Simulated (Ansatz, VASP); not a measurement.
## One calculation of Ti, two programs

```xyz
6
Lattice="2.9382 0.0000 0.0000 0.0000 4.6505 0.0000 0.0000 0.0000 21.2842" Properties=species:S:1:pos:R:3 pbc="T T T"
Ti    0.0000    3.4878    4.0000
Ti    1.4691    1.1626    4.8482
Ti    1.4691    3.4878    6.5445
Ti    0.0000    1.1626    7.3671
Ti    0.0000    3.4878    8.9834
Ti    1.4691    1.1626    9.7842
```

Alike in both runs: task single point; functional PBE; k mesh 9 × 6 × 1; occupations gaussian, width 0.1 eV; no spin polarisation.

|  | VASP | Ansatz |
| --- | --- | --- |
| version | VASP 6.6.1 | Ansatz 0.2.0 |
| potentials or method | VASP PAW PBE potentials, release 64 (Ti_sv), cutoff 520 eV | scalar-relativistic, plane waves, PAW |
| valence electrons in the cell | 72 | 72 |

Ansatz gave:

| Property | Result |
| --- | --- |
| gap on the k mesh at the Fermi level (eV) | none |
| rms of the force components (eV/Å) | 0.118 |

Problem. Which values does VASP return?

Solution. gap on the k mesh at the Fermi level (eV): none; rms of the force components (eV/Å): 0.121.

Atom by atom the forces differ by 0.006 eV/Å (rms over components). A gap of «none» marks a metal or a gap that the smearing closes. With one functional, cell and mesh, what is left measures potentials, basis and numerics. Ansatz's warnings: xc potential rough in thin density.
